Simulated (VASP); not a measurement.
Here is a VASP 6.6.1 calculation.

INCAR

```
SYSTEM = Sb
AGGAC = 1.0
AGGAX = 1.0
ALDAC = 0.0
ALDAX = 1.0
ALGO = Normal
EDIFF = 1E-7
ENCUT = 520
GGA = B5
ISIF = 2
ISMEAR = -1
LASPH = .TRUE.
LCHARG = .FALSE.
LREAL = .FALSE.
LWAVE = .FALSE.
NBANDS = 8
NELM = 60
PREC = Accurate
SIGMA = 0.1
```

File KPOINTS:

```
k-points
0
G
  18 18 18
  0 0 0
```

Contents of POSCAR:

```
Sb
1.0
    0.0000000000      2.4760109453      2.4760109453
    2.4760109453      0.0000000000      2.4760109453
    2.4760109453      2.4760109453      0.0000000000
Sb
1
Direct
    0.0000000000      0.0000000000      0.0000000000
```

Potentials or basis: VASP PAW PBE potentials, release 64 (Sb).

Run with:

```console
$ cat potpaw_PBE.64/Sb/POTCAR > POTCAR
$ mpirun -np 1 vasp_std > vasp.out
```

Task: Estimate the pressure.

Result: 0.1 GPa.

Caveat: the PAW data sets were made with another functional, which shifts forces and pressure a little.
